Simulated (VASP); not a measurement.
# MgO (P1) in VASP: notebook, part 2 of 2

VASP 6.6.1. The steps go on from the part before.

### Step 3. Single point, PBE

INCAR

```
SYSTEM = MgO
PREC = Accurate
ENCUT = 520
EDIFF = 1E-6
ISMEAR = -1
SIGMA = 0.05
LREAL = Auto
LASPH = .TRUE.
NELM = 60
ALGO = Normal
ISIF = 2
LWAVE = .FALSE.
LCHARG = .FALSE.
GGA = PE
NBANDS = 46
```

KPOINTS

```
regular mesh
0
G
  2 2 2
  0 0 0
```

POSCAR

```
MgO
1.0
    0.0000000000      4.3100000000      4.3100000000
    4.3100000000      0.0000000000      4.3100000000
    4.3100000000      4.3100000000      0.0000000000
Mg O
8 8
Direct
   -0.0311368910      0.0010440835     -0.0632250580
   -0.0045475638     -0.0108816705      0.4264965197
    0.0332598608      0.5134222738     -0.1191763341
   -0.0086426914      0.5008004640      0.4348607889
    0.4774477958      0.0250580046     -0.0810904872
    0.4862761021      0.0033062645      0.4060672854
    0.4934570766      0.4879118329     -0.0562645012
    0.5125058005      0.5445011601      0.3772853828
    0.2237703016      0.2663225058      0.1655800464
    0.2543039443      0.2779930394      0.6404988399
    0.2866937355      0.7520301624      0.1763689095
    0.2892923434      0.7269489559      0.6328886311
    0.7445011601      0.2237354988      0.1650116009
    0.7444431555      0.2445359629      0.6594779582
    0.7719721578      0.7533874710      0.1828538283
    0.7386542923      0.7529002320      0.6881206497
```

Potentials or basis: VASP PAW PBE potentials, release 64 (Mg, O).

Started as:

```bash
$ cat potpaw_PBE.64/Mg/POTCAR potpaw_PBE.64/O/POTCAR > POTCAR
$ mpirun -np 1 vasp_std > vasp.out
```

OUTCAR:

```text
SYSTEM = MgO
   PREC = Accurate
   ENCUT = 520
   EDIFF = 1E-6
   ISMEAR = -1
   LREAL = Auto
   LASPH = .TRUE.
   NELM = 60
   ISIF = 2
   GGA = PE

 ion  position               nearest neighbor table
   1  0.969  0.001  0.937-  15 1.93  13 1.94  14 2.17  11 2.42  10 2.43  12 2.50   6 2.90   7 2.93
                             3 2.97   5 2.98   2 3.03   4 3.05   4 3.06   2 3.07   5 3.12   7 3.16
   2  0.995  0.989  0.426-  14 2.11  11 2.12  16 2.13  12 2.17   9 2.18  13 2.21   3 2.84   8 2.95
                             4 2.96   6 2.97   5 3.02   1 3.03   1 3.07   5 3.08   6 3.12   4 3.13
   3  0.033  0.513  0.881-  12 2.03  10 2.05   9 2.07  16 2.12  15 2.34  13 2.49   2 2.84   5 2.85
                             4 2.90   7 2.94   1 2.97   8 3.00   8 3.10   1 3.17   7 3.19   4 3.22
   4  0.991  0.501  0.435-  10 2.03  15 2.04  14 2.18   9 2.18  16 2.18  11 2.36   3 2.90   2 2.96
                             8 2.98   7 3.03   6 3.03   1 3.05   1 3.06   7 3.07   6 3.08   2 3.13
   5  0.477  0.025  0.919-  11 2.02   9 2.10  14 2.10  10 2.17  16 2.17  15 2.41   3 2.85   8 2.87
                             6 2.93   7 2.95   1 2.98   2 3.02   2 3.08   1 3.12   7 3.15   6 3.17
   6  0.486  0.003  0.406-  12 2.06  15 2.06  13 2.07   9 2.17  10 2.20  16 2.31   8 2.81   7 2.89
                             1 2.90   5 2.93   2 2.97   4 3.03   4 3.08   2 3.12   5 3.17   1 3.19
[... 588 lines left out ...]
     44      13.9177      0.00000
 [bands above 44 left out]

------------------------ aborting loop because EDIFF is reached ----------------------------------------

  FORCE on cell =-STRESS in cart. coord.  units (eV):
  Direction    XX          YY          ZZ          XY          YZ          ZX
  --------------------------------------------------------------------------------------
  -------------------------------------------------------------------------------------
  Total        0.0521942     -0.3967653     -0.9310534      0.2351781     -0.6329821      1.0387527
  in kB        0.5222408     -3.9699268     -9.3158687      2.3531290     -6.3334477     10.3934794
  external PRESSURE =      -4.2545182 kB  Pullay stress =       0.0000000 kB

 VOLUME and BASIS-vectors are now :
 -----------------------------------------------------------------------------
  energy-cutoff  :      520.00
  volume of cell :      160.13
      direct lattice vectors                 reciprocal lattice vectors
     0.000000000  4.310000000  4.310000000    -0.116009281  0.116009281  0.116009281
     4.310000000  0.000000000  4.310000000     0.116009281 -0.116009281  0.116009281
     4.310000000  4.310000000  0.000000000     0.116009281  0.116009281 -0.116009281

 POSITION                                       TOTAL-FORCE (eV/Angst)
 -----------------------------------------------------------------------------------
      4.04200      8.21330      4.18030        -0.586362     -0.024930      1.558290
      6.10130      6.12860      8.55350         0.409922     -0.827013      0.186544
      6.00920      3.93970      2.35620         0.300303     -0.179027     -1.044235
      4.03270      6.14700      6.43120        -0.141579     -0.000934     -0.271251
      4.06850      6.01830      2.16580        -1.221265     -0.610387      0.496710
      1.76440      3.84600      2.11010         1.129864      1.047300      0.364546
[... 8 lines left out ...]
      4.03520      4.11530      6.57430        -0.905223     -0.827752     -0.603994
      6.21080      6.14940      6.42860        -0.572270      0.312810      0.242783
 -----------------------------------------------------------------------------------
    total drift:                                0.000912     -0.004845     -0.004687

  FREE ENERGIE OF THE ION-ELECTRON SYSTEM (eV)
  ---------------------------------------------------
  free  energy   TOTEN  =       -93.0866604344 eV

  energy  without entropy=      -93.0866604344  energy(sigma->0) =      -93.08666043
```

OSZICAR:

```text
N       E                     dE             d eps       ncg     rms          rms(c)
DAV:   1     0.335133741523E+03    0.33513E+03   -0.31141E+04   736   0.126E+03
DAV:   2    -0.817369375017E+02   -0.41687E+03   -0.40404E+03   946   0.272E+02
DAV:   3    -0.106491531191E+03   -0.24755E+02   -0.24623E+02   930   0.700E+01
DAV:   4    -0.106676785395E+03   -0.18525E+00   -0.18504E+00   882   0.687E+00
DAV:   5    -0.106678163922E+03   -0.13785E-02   -0.13783E-02   874   0.582E-01    0.210E+01
DAV:   6    -0.932559760384E+02    0.13422E+02   -0.52912E+01   878   0.324E+01    0.670E+00
DAV:   7    -0.931636916638E+02    0.92284E-01   -0.11822E+00   880   0.506E+00    0.404E+00
DAV:   8    -0.930973584614E+02    0.66333E-01   -0.38501E-01   864   0.420E+00    0.846E-01
DAV:   9    -0.930860557454E+02    0.11303E-01   -0.37668E-02   936   0.993E-01    0.300E-01
DAV:  10    -0.930863294355E+02   -0.27369E-03   -0.89665E-03   888   0.433E-01    0.117E-01
DAV:  11    -0.930866297903E+02   -0.30035E-03   -0.46508E-04   896   0.154E-01    0.484E-02
DAV:  12    -0.930866540241E+02   -0.24234E-04   -0.20465E-04   856   0.716E-02    0.164E-02
DAV:  13    -0.930866600349E+02   -0.60108E-05   -0.25457E-05   904   0.360E-02    0.971E-03
DAV:  14    -0.930866608501E+02   -0.81517E-06   -0.11046E-05   904   0.179E-02    0.582E-03
DAV:  15    -0.930866604344E+02    0.41561E-06   -0.22565E-06   608   0.888E-03
   1 F= -.93086660E+02 E0= -.93086660E+02  d E =-.169941E-10
```

stdout:

```text
POSCAR found type information on POSCAR MgO
 POSCAR found :  2 types and      16 ions
 scaLAPACK will be used
 LDA part: xc-table for (Slater+PW92), standard interpolation
 POSCAR, INCAR and KPOINTS ok, starting setup
 FFT: planning ... GRIDC
 FFT: planning ... GRID_SOFT
 FFT: planning ... GRID
 WAVECAR not read
 entering main loop
```

Wall time 92 s (1 thread of Intel Xeon Platinum 8488C (Sapphire Rapids), shared host); peak memory 0.33 GiB.

Results:

```yaml
Free_energy: -93.0867 eV
Pressure: -0.4 GPa
Largest_force: 3.357 eV/Å
Band_gap_on_the_k_mesh: 3.74 eV, direct
```

Forces in eV/Å, atoms in the order of the input:
```
Mg  -0.586 -0.025  1.558
Mg   0.410 -0.827  0.187
Mg   0.300 -0.179 -1.044
Mg  -0.142 -0.001 -0.271
Mg  -1.221 -0.610  0.497
Mg   1.130  1.047  0.365
Mg  -0.267 -0.548  1.082
Mg  -1.600  2.644 -1.310
O   -0.367  0.647  0.478
O   -0.224  0.430 -1.277
O   -0.350 -3.091 -0.833
O    3.027  0.011 -0.185
O    1.028  0.108  0.854
O    0.339  0.909  0.263
O   -0.905 -0.828 -0.604
O   -0.572  0.313  0.243
```

Stress tensor (GPa, compression positive):
```
 0.05  0.24  1.04
 0.24 -0.40 -0.63
 1.04 -0.63 -0.93
```

Caveat: the k points lie up to 0.63 Å⁻¹ apart; forces of over 1 eV/Å act on the atoms, so gaps and moduli don't describe the material at rest.

### Step 4. Single point, PBE

INCAR

```
SYSTEM = MgO
ALGO = Normal ; EDIFF = 1E-6
ENCUT = 520 ; GGA = PE
ISIF = 2 ; ISMEAR = -1
LASPH = .True. ; LCHARG = .False.
LREAL = Auto ; LWAVE = .False.
NBANDS = 46 ; NELM = 80
PREC = Accurate ; SIGMA = 0.05
```

KPOINTS

```
k-points
0
Gamma
  2 2 2
  0 0 0
```

POSCAR

```
MgO
1.0
    0.0000000000      4.3100000000      4.3100000000
    4.3100000000      0.0000000000      4.3100000000
    4.3100000000      4.3100000000      0.0000000000
Mg O
8 8
Direct
    0.0023085847      0.0025174014     -0.0917749420
    0.0188167053      0.0073317865      0.3939211137
    0.0568793503      0.4811716937     -0.1026334107
   -0.0091531323      0.5037006961      0.4040951276
    0.5529466357     -0.0636194896     -0.0715313225
    0.5232250580     -0.0348259861      0.3946635731
    0.5258468677      0.4311832947     -0.0560556845
    0.5005916473      0.4827262181      0.4263225058
    0.2764849188      0.2061600928      0.1855336427
    0.2653248260      0.2286658933      0.6730742459
    0.2569373550      0.7293039443      0.1331322506
    0.2758004640      0.7008816705      0.6661716937
    0.7813341067      0.2322621810      0.1635382831
    0.7825986079      0.2455220418      0.6359396752
    0.7683642691      0.7136774942      0.1759512761
    0.7738863109      0.7648839907      0.6291067285
```

Started as:

```bash
$ cat potpaw_PBE.64/Mg/POTCAR potpaw_PBE.64/O/POTCAR > POTCAR
$ mpirun -np 1 vasp_std > vasp.out
```

Run time: 85 s. Hardware: 1 thread of Intel Xeon Platinum 8488C (Sapphire Rapids), shared host; peak memory 0.32 GiB.

The run converged. Its results:

* Free energy: -93.1663 eV
* Pressure: -1.3 GPa
* Largest force: 2.784 eV/Å
* Band gap on the k mesh: 3.45 eV, direct

Forces in eV/Å, atoms in the order of the input:
```
Mg  -0.974  1.195  1.189
Mg  -0.457  0.224 -1.435
Mg  -0.318 -0.666 -1.893
Mg   0.214  1.888  0.777
Mg  -0.613 -2.533 -0.470
Mg   2.090  1.811 -0.321
Mg   0.940 -1.269  1.482
Mg  -1.221  0.089 -0.650
O   -0.719 -0.701  0.871
O   -0.180 -0.290  0.220
O    0.370  1.432  0.332
O    0.732 -0.378  1.523
O   -0.261 -1.300 -0.214
O    0.847  1.042 -1.283
O   -0.326 -1.419  0.595
O   -0.124  0.876 -0.724
```

Stress tensor (GPa, compression positive):
```
-2.36 -0.72 -0.20
-0.72 -1.17 -0.29
-0.20 -0.29 -0.36
```

Levels at points of the mesh, in eV from the valence-band top:
| k point | band 28 | band 29 | band 30 | band 31 | band 32 | band 33 | band 34 | band 35 | band 36 | band 37 |
| --- | --- | --- | --- | --- | --- | --- | --- | --- | --- | --- |
| (0.00, 0.00, 0.00) | -0.74 | -0.63 | -0.26 | -0.11 | 0.00 | 3.45 | 6.40 | 6.82 | 6.92 | 6.99 |
| (0.50, 0.00, 0.00) | -0.91 | -0.87 | -0.46 | -0.41 | -0.26 | 5.53 | 5.94 | 7.66 | 8.27 | 8.44 |
| (0.00, 0.50, 0.00) | -1.10 | -0.55 | -0.51 | -0.46 | -0.33 | 5.64 | 5.87 | 7.91 | 8.22 | 8.34 |
| (0.00, 0.00, 0.50) | -0.94 | -0.85 | -0.74 | -0.42 | -0.11 | 5.59 | 6.09 | 7.69 | 8.27 | 8.57 |
| (0.50, 0.50, 0.50) | -0.98 | -0.84 | -0.74 | -0.18 | -0.09 | 5.50 | 6.05 | 7.75 | 8.07 | 8.38 |
| (0.50, 0.50, 0.00) | -1.13 | -0.87 | -0.72 | -0.64 | -0.20 | 6.38 | 6.74 | 7.60 | 7.90 | 8.59 |
| (0.00, 0.50, 0.50) | -1.18 | -0.72 | -0.60 | -0.57 | -0.29 | 6.30 | 6.76 | 7.51 | 7.91 | 8.51 |
| (0.50, 0.00, 0.50) | -1.02 | -0.81 | -0.65 | -0.61 | -0.40 | 6.25 | 7.02 | 7.63 | 8.08 | 8.16 |

Caveat: the k points lie up to 0.63 Å⁻¹ apart; forces of over 1 eV/Å act on the atoms, so gaps and moduli don't describe the material at rest. As with any semilocal functional, this PBE gap is likely too small.
